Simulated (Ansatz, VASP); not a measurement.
Two plane-wave programs on ZnSe

```
Zn Se
1.0
     4.08781    0.00000    0.00000
     0.00000    4.08781    0.00000
     0.00000    0.00000    5.61335
Zn Se
2 2
Direct
  0.00000 0.00000 0.00000
  0.50000 0.50000 0.00000
  0.00000 0.50000 0.32243
  0.50000 0.00000 0.67757
```

Alike in both runs: task single point; functional PBEsol; k mesh 8 × 8 × 6; occupations gaussian, width 0.05 eV; no spin polarisation.

|  | VASP | Ansatz |
| --- | --- | --- |
| version | VASP 6.6.1 | Ansatz 0.2.0 |
| potentials or method | VASP PAW PBE potentials, release 64 (Zn, Se), cutoff 520 eV | scalar-relativistic, plane waves, PAW |
| valence electrons in the cell | 36 | 56 |

Ansatz gave:

- gap on the k mesh at the Fermi level (eV): 0.49
- least direct gap on the mesh (eV): 0.49
- pressure (GPa): -9.3
- traceless stress, the component that is largest in VASP (GPa): -5.41
- rms of the force components (eV/Å): 1.030

Which values does VASP return?

gap on the k mesh at the Fermi level (eV): 0.49; least direct gap on the mesh (eV): 0.49; pressure (GPa): -9.1; traceless stress, the component that is largest in VASP (GPa): -5.37; rms of the force components (eV/Å): 1.021.

VASP's potentials were made for PBE, not for PBEsol, and Ansatz warns of the same on its side. Atom by atom the forces differ by 0.009 eV/Å (rms over components). The functional is the same, so the differences come from potentials, cutoffs and numerics. VASP's potentials hold 36 valence electrons a cell and Ansatz's 56, so a difference there can come from the potentials and not from the codes.
